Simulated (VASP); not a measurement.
Crystal: MgSi4N.

```xyz
6
Lattice="4.7684 0.0000 0.0000 0.0000 4.7684 0.0000 0.0000 0.0000 4.7684" Properties=species:S:1:pos:R:3 pbc="T T T"
Mg    0.0000    0.0000    0.0000
Si    3.6807    3.6807    3.6807
Si    1.0877    1.0877    3.6807
Si    1.0877    3.6807    1.0877
Si    3.6807    1.0877    1.0877
N     2.3842    2.3842    2.3842
```

The cell was built from a structure type or drawn by symmetry, and may not be a known phase.

* Program: VASP 6.6.1
* Task: relaxation of cell and atoms
* Functional: PBE
* Potentials or basis: VASP PAW PBE potentials, release 64 (Mg, Si, N)
* Cutoff: 600 eV
* k mesh: 4 × 4 × 4
* Occupations: gaussian, width 0.1 eV
* Spin: no spin polarisation

At the start: pressure 24.8 GPa; volume 18.07 Å³/atom.

**Question.** Where does the relaxation end?

**Answer.** Over 9 steps the energy falls by 2156.1 meV/atom and the volume is 19.47 Å³/atom (+7.7 %); space group P-43m (No. 215, to 0.1 Å) before and after.

The path:
```tsv
step	energy change (eV)	largest force (eV/Å)	pressure (GPa)	volume (Å³)
1	0.0000	13.6915	24.84	108.42
2	-11.2905	1.7008	-2.55	158.59
3	-12.2346	0.8944	-7.68	141.61
4	-12.2345	1.0220	-7.73	140.89
5	-12.7329	1.5233	0.21	121.91
6	-12.7732	0.8356	-2.04	125.58
7	-12.9105	0.3911	-1.06	120.04
8	-12.9365	0.0427	-0.02	117.03
9	-12.9366	0.0141	0.07	116.80
```

Final structure:
```xyz
6
Lattice="4.8881 0.0000 0.0000 0.0000 4.8881 0.0000 0.0000 0.0000 4.8881" Properties=species:S:1:pos:R:3 pbc="T T T"
Mg    0.0000    4.8881    0.0000
Si    3.4946    3.4946    3.4946
Si    1.3935    1.3935    3.4946
Si    1.3935    3.4946    1.3935
Si    3.4946    1.3935    1.3935
N     2.4441    2.4441    2.4441
```
